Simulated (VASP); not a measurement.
# Au (I4/mmm) in VASP: a series of runs

Au is run at these levels: PBEsol; tasks: single point.

All numbers are computed with VASP 6.6.1; they aren't measurements. Logs are shortened: lines on timing, memory, paths and dates and some standing lists are left out, and cuts for length are marked.

## 1. The cell of the first run

It takes space group I4/mmm (No. 139, tetragonal). Conventional cell: a = 3.349 Å, b = 3.349 Å, c = 3.048 Å, α = 90.00°, β = 90.00°, γ = 90.00°. Au (site symmetry 4/mmm) has 14 Au at 2.82 to 3.35 Å within 3.7 Å.

## 2. Single point, PBEsol (uniaxial strain along a: -6.0 %, then relaxed in part)

Contents of INCAR:

```
SYSTEM = Au
  PREC = Accurate
  ENCUT = 520
  EDIFF = 1E-6
  ISMEAR = 0
  SIGMA = 0.1
  LREAL = .FALSE.
  LASPH = .TRUE.
  NELM = 100
  ALGO = Fast
  ISIF = 2
  LWAVE = .FALSE.
  LCHARG = .TRUE.
  GGA = PS
  LELF = .TRUE.
  LVHAR = .TRUE.
  NBANDS = 18
```

Contents of KPOINTS:

```
regular mesh
0
G
  16 16 16
  0 0 0
```

Contents of POSCAR:

```
Au
1.0
    3.0476179806      0.0000000000      0.0000000000
    0.0000000000      3.3493151480      0.0000000000
    0.0000000000      0.0000000000      3.3493151480
Au
2
Direct
    0.0000000000      0.0000000000      0.0000000000
    0.5000000000      0.5000000000      0.5000000000
```

Potentials or basis: VASP PAW PBE potentials, release 64 (Au).

The run is started by

```
> cat potpaw_PBE.64/Au/POTCAR > POTCAR
> mpirun -np 1 vasp_std > vasp.out
```

OUTCAR:

```text
SYSTEM = Au
   PREC = Accurate
   ENCUT = 520
   EDIFF = 1E-6
   ISMEAR = 0
   LREAL = .FALSE.
   LASPH = .TRUE.
   NELM = 100
   ISIF = 2
   GGA = PS

 ion  position               nearest neighbor table
   1  0.000  0.000  0.000-   2 2.82   2 2.82   2 2.82   2 2.82   2 2.82   2 2.82   2 2.82   2 2.82

   2  0.500  0.500  0.500-   1 2.82   1 2.82   1 2.82   1 2.82   1 2.82   1 2.82   1 2.82   1 2.82

  LATTYP: Found a simple tetragonal cell.
 ALAT       =     3.3493151480
 C/A-ratio  =     0.9099227293

  Lattice vectors:

 A1 = (   0.0000000000,   3.3493151480,   0.0000000000)
 A2 = (   0.0000000000,   0.0000000000,   3.3493151480)
 A3 = (   3.0476179806,   0.0000000000,   0.0000000000)

Analysis of symmetry for initial positions (statically):
=====================================================================
 Subroutine PRICEL returns following result:

  LATTYP: Found a body centered tetragonal cell.
 ALAT       =     3.3493151480
 C/A-ratio  =     0.9099227293

  Lattice vectors:

 A1 = (  -1.5238089903,   1.6746575740,   1.6746575740)
 A2 = (  -1.5238089903,  -1.6746575740,  -1.6746575740)
 A3 = (   1.5238089903,  -1.6746575740,   1.6746575740)

   2 primitive cells build up your supercell.

 Routine SETGRP: Setting up the symmetry group for a
 simple tetragonal supercell.

 Subroutine GETGRP returns: Found 16 space group operations
 (whereof 16 operations were pure point group operations)
 out of a pool of 16 trial point group operations.

The static configuration has the point symmetry D_4h.

Analysis of symmetry for dynamics (positions and initial velocities):
=====================================================================
 Subroutine PRICEL returns following result:

  LATTYP: Found a body centered tetragonal cell.
 ALAT       =     3.3493151480
 C/A-ratio  =     0.9099227293

  Lattice vectors:

 A1 = (  -1.5238089903,   1.6746575740,   1.6746575740)
 A2 = (  -1.5238089903,  -1.6746575740,  -1.6746575740)
 A3 = (   1.5238089903,  -1.6746575740,   1.6746575740)

   2 primitive cells build up your supercell.

 Routine SETGRP: Setting up the symmetry group for a
 simple tetragonal supercell.

 Subroutine GETGRP returns: Found 16 space group operations
 (whereof 16 operations were pure point group operations)
 out of a pool of 16 trial point group operations.

The dynamic configuration has the point symmetry D_4h.

 Subroutine INISYM returns: Found 16 space group operations
 (whereof 16 operations are pure point group operations),
 and found     2 'primitive' translations

----------------------------------------------------------------------------------------

                                     Primitive cell

  volume of cell :      17.0940

  direct lattice vectors                    reciprocal lattice vectors
    -1.523808990  1.674657574  1.674657574    -0.328125115  0.000000000  0.298568500
    -1.523808990 -1.674657574 -1.674657574    -0.328125115 -0.298568500  0.000000000
     1.523808990 -1.674657574  1.674657574     0.000000000 -0.298568500  0.298568500

  length of vectors
     2.816194208  2.816194208  2.816194208     0.443631875  0.443631875  0.422239622

  position of ions in fractional coordinates (direct lattice)
     0.000000000  0.000000000  0.000000000

  ion indices of the primitive-cell ions
   primitive index   ion index
                 1           1

----------------------------------------------------------------------------------------

 KPOINTS: regular mesh

Automatic generation of k-mesh.
 Grid dimensions read from file:
 generate k-points for:   16   16   16

 Generating k-lattice:

  Cartesian coordinates                     Fractional coordinates (reciprocal lattice)
     0.020507820  0.000000000  0.000000000     0.062500000  0.000000000  0.000000000
     0.000000000  0.018660531  0.000000000     0.000000000  0.062500000  0.000000000
     0.000000000  0.000000000  0.018660531     0.000000000  0.000000000  0.062500000

  Length of vectors
     0.020507820  0.018660531  0.018660531

  Shift w.r.t. Gamma in fractional coordinates (k-lattice)
     0.000000000  0.000000000  0.000000000

 Subroutine IBZKPT returns following result:
 ===========================================

 Found    405 irreducible k-points:

 Following reciprocal coordinates:
            Coordinates               Weight
  0.000000  0.000000  0.000000      1.000000
  0.062500  0.000000  0.000000      2.000000
  0.125000  0.000000  0.000000      2.000000
  0.187500  0.000000  0.000000      2.000000
  0.250000  0.000000  0.000000      2.000000
  0.312500  0.000000  0.000000      2.000000
[... 16 lines left out ...]
  0.250000  0.125000  0.000000      8.000000
  0.312500  0.125000  0.000000      8.000000
 [... further k-points ...]
   k-points           NKPTS =    405   k-points in BZ     NKDIM =    405   number of bands    NBANDS=     18
   number of dos      NEDOS =    301   number of ions     NIONS =      2
   total plane-waves  NPLWV =  18816
   dimension x,y,z NGX =    24 NGY =   28 NGZ =   28
   dimension x,y,z NGXF=    48 NGYF=   56 NGZF=   56
   ions per type =               2
   NGX,Y,Z   is equivalent  to a cutoff of  13.09, 13.90, 13.90 a.u.
   NGXF,Y,Z  is equivalent  to a cutoff of  26.18, 27.80, 27.80 a.u.
 SYSTEM =  Au
   PREC   = accura    normal or accurate (medium, high low for compatibility)
   ISTART =      0    job   : 0-new  1-cont  2-samecut
   ICHARG =      2    charge: 1-file 2-atom 10-const
   ISPIN  =      1    spin polarized calculation?
   LNONCOLLINEAR =      F non collinear calculations
   LSORBIT =      F    spin-orbit coupling
   LASPH  =      T    aspherical Exc in radial PAW
   ENCUT  =  520.0 eV  38.22 Ry    6.18 a.u.   5.67  6.23  6.23*2*pi/ulx,y,z
   NELM   =    100;   NELMIN=  2; NELMDL= -5     # of ELM steps
   EDIFF  = 0.1E-05   stopping-criterion for ELM
   LREAL  =      F    real-space projection
   EDIFFG = 0.1E-04   stopping-criterion for IOM
   NSW    =      0    number of steps for IOM
   IBRION =     -1    ionic relax: 0-MD 1-quasi-New 2-CG
   NFREE  =      0    steps in history (QN), initial steepest desc. (CG)
   ISIF   =      2    stress and relaxation
   ISYM   =      2    0-nonsym 1-usesym 2-fastsym
   POTIM  = 0.5000    time-step for ionic-motion
   TEBEG  =    0.0;   TEEND  =   0.0 temperature during run
   PSTRESS=    0.0 pullay stress
   NELECT =      22.0000    total number of electrons
   NUPDOWN=      -1.0000    fix difference up-down
   EMIN   =  10.00;   EMAX   =-10.00  energy-range for DOS
   EFERMI =   0.00;   METHOD = LEGACY
   ISMEAR =     0;   SIGMA  =   0.10  broadening in eV -4-tet -1-fermi 0-gaus
   EFERMI_NEDOS =   21; number of points for ismear=-14 and -15
   IALGO  =     68    algorithm
   IMIX   =      4    mixing-type and parameters
     AMIX     =   0.40;   BMIX     =  1.00
     AMIX_MAG =   1.60;   BMIX_MAG =  1.00
  volume/ion in A,a.u.               =      17.09       115.36
  Fermi-wavevector in a.u.,A,eV,Ry     =   1.413378  2.670896 27.179491  1.997636
  Thomas-Fermi vector in A             =   2.535029
   LORBIT       =      0    0 simple, 1 ext, 2 COOP (PROOUT), +10 PAW based schemes
   GGA     = PS    functional components
   LHFCALC =     F    Hartree Fock is set to
   AEXX    =    0.0000 exact exchange contribution
   IVDW    =     0    specifies the selected vdW correction
   LEPSILON=     F    determine dielectric tensor
   LRPA    =     F    only Hartree local field effects (RPA)
 non-spin polarized calculation
 RMM-DIIS sequential band-by-band and
 Gauss-broadening in eV      SIGMA  =   0.10
  energy-cutoff  :      520.00
  volume of cell :       34.19
 maximum number of plane-waves:       944
 NGX is ok and might be reduce to    24
   NGX = 11   NGY = 13   NGZ = 13

 number of electron      22.0000004 magnetization

 Free energy of the ion-electron system (eV)
  ---------------------------------------------------
  ext. energy  EPLUGINS =         0.00000000
  ---------------------------------------------------
  free energy    TOTEN  =        -7.81231273 eV

  energy without entropy =       -7.80974006  energy(sigma->0) =       -7.81102640

 E-fermi :   9.2328     XC(G=0): -12.8669

 val. band max:        9.2303659304   @ k =   0.1875   0.3750   0.0000
 cond. band min:       9.2410410031   @ k =   0.0625   0.4375   0.4375
 fundamental gap:      0.0106750727
 Fermi energy:         9.2328035340

 k-point     1 :       0.0000    0.0000    0.0000
  band No.  band energies     occupation
      1      -0.6526      2.00000
      2       2.3997      2.00000
      3       2.4122      2.00000
      4       3.9973      2.00000
      5       4.6587      2.00000
      6       4.6587      2.00000
[... 10 lines left out ...]
     17      25.1300      0.00000
     18      25.1300      0.00000

 k-point     2 :       0.0625    0.0000    0.0000
  band No.  band energies     occupation
      1      -0.5697      2.00000
      2       2.4479      2.00000
      3       2.4589      2.00000
      4       4.0274      2.00000
      5       4.6453      2.00000
      6       4.6453      2.00000
[... 10 lines left out ...]
     17      25.2636      0.00000
     18      25.2636      0.00000

 k-point     3 :       0.1250    0.0000    0.0000
  band No.  band energies     occupation
      1      -0.3242      2.00000
      2       2.5541      2.00000
      3       2.6285      2.00000
      4       4.1170      2.00000
      5       4.6095      2.00000
      6       4.6095      2.00000
[... 10 lines left out ...]
     17      25.6506      0.00000
     18      25.6514      0.00000

 k-point     4 :       0.1875    0.0000    0.0000
  band No.  band energies     occupation
      1       0.0736      2.00000
      2       2.7283      2.00000
      3       2.8831      2.00000
      4       4.2640      2.00000
      5       4.5634      2.00000
      6       4.5634      2.00000
[... 375 lines left out ...]
      4       4.0030      2.00000
      5       4.5569      2.00000
      6       4.9541      2.00000
[... 10 lines left out ...]
     17      25.2709      0.00000
     18      25.5852      0.00000

 k-point    23 :       0.2500    0.1250    0.0000
  band No.  band energies     occupation
      1       0.8112      2.00000
      2       3.0344      2.00000
      3       3.3065      2.00000
      4       3.9879      2.00000
      5       4.5206      2.00000
      6       5.1284      2.00000
[... 10 lines left out ...]
     17      24.7553      0.00000
     18      25.2869      0.00000

 k-point    24 :       0.3125    0.1250    0.0000
  band No.  band energies     occupation
      1       1.3897      2.00000
      2       3.2417      2.00000
      3       3.5822      2.00000
      4       3.9914      2.00000
      5       4.5205      2.00000
      6       5.1632      2.00000
[... 10 lines left out ...]
     17      24.5126      0.00000
     18      24.8672      0.00000

 [... further k-points ...]

------------------------ aborting loop because EDIFF is reached ----------------------------------------

  FORCE on cell =-STRESS in cart. coord.  units (eV):
  Direction    XX          YY          ZZ          XY          YZ          ZX
  --------------------------------------------------------------------------------------
  -------------------------------------------------------------------------------------
  Total       -0.1886040     -0.0474297     -0.0474297     -0.0000000      0.0000000      0.0000000
  in kB       -8.8387104     -2.2227373     -2.2227373     -0.0000000      0.0000000      0.0000000
  external PRESSURE =      -4.4280617 kB  Pullay stress =       0.0000000 kB

 VOLUME and BASIS-vectors are now :
 -----------------------------------------------------------------------------
  energy-cutoff  :      520.00
  volume of cell :       34.19
      direct lattice vectors                 reciprocal lattice vectors
     3.047617981  0.000000000  0.000000000     0.328125115  0.000000000  0.000000000
     0.000000000  3.349315148  0.000000000     0.000000000  0.298568500  0.000000000
     0.000000000  0.000000000  3.349315148     0.000000000  0.000000000  0.298568500

 POSITION                                       TOTAL-FORCE (eV/Angst)
 -----------------------------------------------------------------------------------
      0.00000      0.00000      0.00000        -0.000000      0.000000     -0.000000
      1.52381      1.67466      1.67466         0.000000     -0.000000      0.000000
 -----------------------------------------------------------------------------------
    total drift:                                0.000000      0.000000     -0.000000

  FREE ENERGIE OF THE ION-ELECTRON SYSTEM (eV)
  ---------------------------------------------------
  free  energy   TOTEN  =        -7.8123127324 eV

  energy  without entropy=       -7.8097400577  energy(sigma->0) =       -7.81102640
```

Wall time 65 s (1 thread of Intel Xeon 6975P-C (Granite Rapids), shared host); peak memory 0.31 GiB.

Results:

```
Free energy            : -7.8123 eV
Pressure               : -0.4 GPa
Band gap on the k mesh : zero (bands 11 and 12 overlap by 5.61 eV)
```

Levels at points of the mesh, in eV from the Fermi level:
```tsv
k point	band 8	band 9	band 10	band 11	band 12	band 13	band 14	band 15
(0.00, 0.00, 0.00)	-2.58	-1.81	-1.81	-1.60	5.36	5.36	8.18	9.34
(0.50, 0.00, 0.00)	-4.45	-3.56	-3.56	-1.11	-1.11	11.84	11.84	13.70
(0.00, 0.50, 0.00)	-3.85	-3.30	-3.30	-2.31	-2.31	12.65	12.65	12.67
(0.50, 0.50, 0.00)	-2.30	-1.37	-1.37	-0.47	-0.47	3.85	3.85	11.95
(0.00, 0.50, 0.50)	-2.91	-1.45	-1.45	-1.04	-1.04	3.03	3.03	13.28
(0.50, 0.50, 0.50)	-2.82	-2.49	-2.49	3.02	3.02	6.61	6.61	7.47
```

Caveat: the cell differs from its parent crystal (uniaxial strain along a: -6.0 %, then relaxed in part); the PAW data sets were made with another functional, which shifts forces and pressure a little; spin-orbit coupling is left out, which moves the levels of the heavy elements.

## 3. Single point, PBEsol (uniaxial strain along a: +6.0 %)

Contents of INCAR:

```
SYSTEM = Au
ALGO = Fast ; EDIFF = 1E-7
ENCUT = 520 ; GGA = PS
ISIF = 2 ; ISMEAR = 0
LASPH = .True. ; LCHARG = .True.
LELF = .True. ; LREAL = .False.
LVHAR = .True. ; LWAVE = .False.
NBANDS = 18 ; NELM = 80
PREC = Accurate ; SIGMA = 0.1
```

Contents of KPOINTS:

```
k-points
0
Gamma
  16 16 16
  0 0 0
```

Contents of POSCAR:

```
Au
1.0
    3.4366755951      0.0000000000      0.0000000000
    0.0000000000      3.1935145860      0.0000000000
    0.0000000000      0.0000000000      3.1935145860
Au
2
Direct
    0.0000000000      0.0000000000      0.0000000000
    0.5000000000      0.5000000000      0.5000000000
```

Potentials or basis: VASP PAW PBE potentials, release 64 (Au).

The run is started by

```
> cat potpaw_PBE.64/Au/POTCAR > POTCAR
> mpirun -np 1 vasp_std > vasp.out
```

It took 75 s on 1 thread of Intel Xeon 6975P-C (Granite Rapids), shared host; peak memory 0.31 GiB.

It converged, with:

| Property | Result |
| --- | --- |
| Free energy | -7.7955 eV |
| Pressure | -4.5 GPa |
| Band gap on the k mesh | zero (bands 11 and 12 overlap by 5.64 eV) |

Stress tensor (GPa, compression positive):
```
-3.89  0.00  0.00
 0.00 -4.87  0.00
 0.00  0.00 -4.87
```

Levels at points of the mesh, in eV from the Fermi level:
```csv
k point,band 7,band 8,band 9,band 10,band 11,band 12,band 13,band 14,band 15,band 16
"(0.00, 0.00, 0.00)",-3.11,-2.61,-1.81,-1.66,-1.66,4.92,6.96,6.96,9.15,15.24
"(0.50, 0.00, 0.00)",-3.91,-3.91,-3.18,-3.18,-2.43,-2.43,13.21,13.21,13.70,13.70
"(0.00, 0.50, 0.00)",-3.98,-3.98,-3.35,-3.35,-1.59,-1.59,11.93,11.93,12.66,12.66
"(0.50, 0.50, 0.00)",-2.56,-2.56,-1.40,-1.40,-0.68,-0.68,3.25,3.25,12.72,12.72
"(0.00, 0.50, 0.50)",-2.44,-2.44,-1.29,-1.29,-0.26,-0.26,3.82,3.82,11.70,11.70
"(0.50, 0.50, 0.50)",-2.73,-2.73,-2.42,-2.42,2.88,2.88,6.87,6.87,6.87,6.87
```

Caveat: the cell differs from its parent crystal (uniaxial strain along a: +6.0 %); the cell stands under tension; the PAW data sets were made with another functional, which shifts forces and pressure a little; spin-orbit coupling is left out, which moves the levels of the heavy elements.
